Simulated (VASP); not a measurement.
Wanted: the native input for a VASP 6.6.1 run.

* Task: relaxation of cell and atoms
* Functional: PBE
* Potentials or basis: VASP PAW PBE potentials, release 64 (Ti_sv)
* Cutoff: 600 eV
* k mesh: 11 × 11 × 6
* Occupations: methfessel-paxton, width 0.1 eV
* Spin: no spin polarisation
* Target pressure: 5 GPa
* Dipole correction: no
* Further INCAR settings: ALGO = Normal; EDIFF = 1e-06; IBRION = 2; EDIFFG = -0.01; NSW = 80; ISIF = 3

The structure of Ti lies in POSCAR:

```
Ti
1.0
    2.9500000000      0.0000000000      0.0000000000
   -1.4750000000      2.5547749412      0.0000000000
    0.0000000000      0.0000000000      4.6800000000
Ti
2
Direct
    0.3333330000      0.6666670000      0.2500000000
    0.6666670000      0.3333330000      0.7500000000
```

The input as run:

INCAR

```
SYSTEM = Ti
PREC = Accurate
ENCUT = 600
EDIFF = 1E-6
ISMEAR = 1
SIGMA = 0.1
LREAL = .False.
LASPH = .True.
NELM = 100
ALGO = Normal
ISIF = 3
LWAVE = .False.
LCHARG = .False.
GGA = PE
IBRION = 2
NSW = 80
EDIFFG = -0.01
PSTRESS = 50.0
```

KPOINTS

```
regular mesh
0
Gamma
  11 11 6
  0 0 0
```

Potentials or basis: VASP PAW PBE potentials, release 64 (Ti_sv).

Command:

```console
$ cat potpaw_PBE.64/Ti_sv/POTCAR > POTCAR
$ mpirun -np 1 vasp_std > vasp.out
```

It gave:

| Item | Value |
| --- | --- |
| Relaxed volume | 16.63 Å³/atom |
| Relaxed cell | a = 2.894 Å, b = 2.894 Å, c = 4.587 Å, α = 90.00°, β = 90.00°, γ = 120.00° |
| Space group after relaxing (to 0.1 Å) | P6_3/mmc (No. 194) |
| Energy change on relaxing (the run minimises the enthalpy) | +9.1 meV/atom |
| Ionic steps | 5 |
| Pressure after relaxing | 5.0 GPa |
| Band gap on the k mesh | zero (bands 12 and 13 overlap by 1.01 eV) |

Caveat: the cell is relaxed towards a set pressure, so the run minimises the enthalpy, not the energy.

Wall time 53 s on 1 thread of Intel(R) Xeon(R) 6975P-C (Granite Rapids), with other jobs on the host, peak memory 0.19 GiB.
